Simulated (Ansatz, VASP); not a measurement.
Ga: VASP beside Ansatz

INCAR

```
PREC = Accurate ; ENCUT = 520
EDIFF = 1E-7 ; ISMEAR = -1
SIGMA = 0.1 ; LREAL = F
LASPH = T ; NELM = 60
ALGO = Normal ; ISIF = 2
LWAVE = F ; LCHARG = T
GGA = PE ; LELF = T
LVHAR = T ; NBANDS = 34
```

File KPOINTS:

```
Automatic mesh
0
Gamma
  11 11 9
```

The input POSCAR:

```
Ga
1.0
    2.2474549434     -3.7667631420      0.0000000000
    2.2474549434      3.7667631420      0.0000000000
    0.0000000000      0.0000000000      4.4216908924
Ga
4
Direct
    0.8442122853      0.1557877147      0.0839450138
    0.6557877147      0.3442122853      0.5839450138
    0.1557877147      0.8442122853      0.9160549862
    0.3442122853      0.6557877147      0.4160549862
```

Input for Ansatz:

```yaml
crystal:
  lattice:
    - [2.2474549434, -3.766763142, 0.0]
    - [2.2474549434, 3.766763142, 0.0]
    - [0.0, 0.0, 4.4216908924]
  atoms:
    - { symbol: Ga, position: [0.8442122853, 0.1557877147, 0.0839450138] }
    - { symbol: Ga, position: [0.6557877147, 0.3442122853, 0.5839450138] }
    - { symbol: Ga, position: [0.1557877147, 0.8442122853, 0.9160549862] }
    - { symbol: Ga, position: [0.3442122853, 0.6557877147, 0.4160549862] }
hamiltonian:
  xc: pbe
  pseudopotentials:
    kind: paw
    azcp:
      Ga: "pseudopotentials/Ga.paw.azcp"
basis:
  ecutwfc: 420
  fft_grid_basis: typed
kpoints:
  mp_grid: { grid: [11, 11, 9], shift: [0, 0, 0] }
magnetization:
  spin_polarized: false
scf:
  occupations: { method: fermi_dirac, width: 0.1 }
output:
  stress: true
```

Alike in both runs: task single point; functional PBE; k mesh 11 × 11 × 9; occupations fermi-dirac, width 0.1 eV; no spin polarisation.

|  | VASP | Ansatz |
| --- | --- | --- |
| version | VASP 6.6.1 | Ansatz 0.2.0 |
| potentials or method | VASP PAW PBE potentials, release 64 (Ga_d), cutoff 520 eV | plane waves (420 eV) with PAW, scalar-relativistic |
| valence electrons in the cell | 52 | 52 |

```tsv
	VASP	Ansatz	Ansatz less VASP
pressure (GPa)	5.2	5.0	-0.15
traceless stress, the component that is largest in VASP (GPa)	-0.57	-0.56	+0.006
```

The functional is the same, so the differences come from potentials, cutoffs and numerics.
